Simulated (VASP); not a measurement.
Write the native input for VASP 6.6.1 that does the following.

```yaml
Task: single point
Functional: PBE
Potentials_or_basis: VASP PAW PBE potentials, release 64 (Fe, I)
Cutoff: 520 eV
k_mesh: 6 × 6 × 3
Occupations: gaussian, width 0.05 eV
Spin: collinear spin, antiferromagnetic start
Starting_moments: "[3.69, -3.69, 0.0, 0.0, 0.0, 0.0, 0.0, 0.0] μB"
Dipole_correction: no
Further_INCAR_settings: ALGO = Normal; EDIFF = 1e-06; NBANDS = 43
```

The structure of FeI3 lies in POSCAR:

```
FeI3
1.0
    5.4490686607      0.0000000000      5.4490686607
    0.0000000000      5.4490686607      5.4490686607
    0.0000000000      0.0000000000     10.8981373214
Fe I
2 6
Direct
    0.0000000000      0.0000000000      0.0000000000
    0.0000000000      0.0000000000      0.5000000000
    0.5000000000      0.0000000000      0.7500000000
    0.0000000000      0.0000000000      0.2500000000
    0.0000000000      0.5000000000      0.7500000000
    0.5000000000      0.0000000000      0.2500000000
    0.0000000000      0.0000000000      0.7500000000
    0.0000000000      0.5000000000      0.2500000000
```

One way to write it, as run:

INCAR

```
SYSTEM = FeI3
PREC = Accurate ; ENCUT = 520
EDIFF = 1E-6 ; ISMEAR = 0
SIGMA = 0.05 ; LREAL = .FALSE.
LASPH = .TRUE. ; NELM = 150
ALGO = Normal ; ISIF = 2
LWAVE = .FALSE. ; LCHARG = .TRUE.
ISPIN = 2 ; MAGMOM = 3.69 -3.69 0 0 0 0 0 0
LORBIT = 11 ; LMAXMIX = 4
GGA = PE ; LELF = .TRUE.
LVHAR = .TRUE. ; NBANDS = 43
```

KPOINTS

```
regular mesh
0
G
  6 6 3
  0 0 0
```

Potentials or basis: VASP PAW PBE potentials, release 64 (Fe, I).

Run with:

```console
$ cat potpaw_PBE.64/Fe/POTCAR potpaw_PBE.64/I/POTCAR > POTCAR
$ mpirun -np 1 vasp_std > vasp.out
```

Results of the run:

```
Pressure                                              : 1.1 GPa
Band gap on the k mesh                                : zero (filled and empty bands overlap)
Net moment                                            : 0.00 μB per cell
Site moments                                          : Fe +3.28, -3.28; I +0.00 μB
Valence electrons inside the program's atomic spheres : Fe 6.68; I 4.28
```

Caveat: spin-orbit coupling is left out, which moves the levels of the heavy elements; semilocal functionals often make such compounds metallic where correlation or magnetic order opens a gap, which also shifts bond lengths.

Run time: 21 min on 1 thread of Intel Xeon 8259CL (shared host), peak memory 0.97 GiB.
